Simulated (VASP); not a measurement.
Here is a VASP 6.6.1 calculation.

File INCAR:

```
SYSTEM = TaN
PREC = Accurate
ENCUT = 520
EDIFF = 1E-6
ISMEAR = -1
SIGMA = 0.01
LREAL = .False.
LASPH = .True.
NELM = 60
ALGO = Normal
ISIF = 2
LWAVE = .False.
LCHARG = .False.
GGA = PE
NBANDS = 33
```

KPOINTS

```
Automatic mesh
0
Gamma
  6 6 9
  0 0 0
```

Contents of POSCAR:

```
TaN
1.0
    5.1786228078      0.0000000000      0.0000000000
   -2.5893114038      4.4848189081      0.0000000000
    0.0000000000      0.0000000000      2.9012641413
Ta N
3 3
Direct
    0.3333333333      0.6666666667      0.5000000000
    0.6666666667      0.3333333333      0.5000000000
    0.0000000000      0.0000000000      0.0000000000
    0.3928500000      0.0000000000      0.0000000000
    0.6071500000      0.6071500000      0.0000000000
    0.0000000000      0.3928500000      0.0000000000
```

Potentials or basis: VASP PAW PBE potentials, release 64 (Ta_pv, N).

Run with:

```bash
$ cat potpaw_PBE.64/Ta_pv/POTCAR potpaw_PBE.64/N/POTCAR > POTCAR
$ mpirun -np 1 vasp_std > vasp.out
```

(1) What does it give for the pressure?

(2) Predict the largest force.

(3) What does it give for the band gap on the k mesh?

Results:

(1) 9.1 GPa.

(2) 0.103 eV/Å.

(3) zero (bands 24 and 25 overlap by 3.10 eV).

Caveat: the cell stands under pressure; spin-orbit coupling is left out, which moves the levels of the heavy elements.
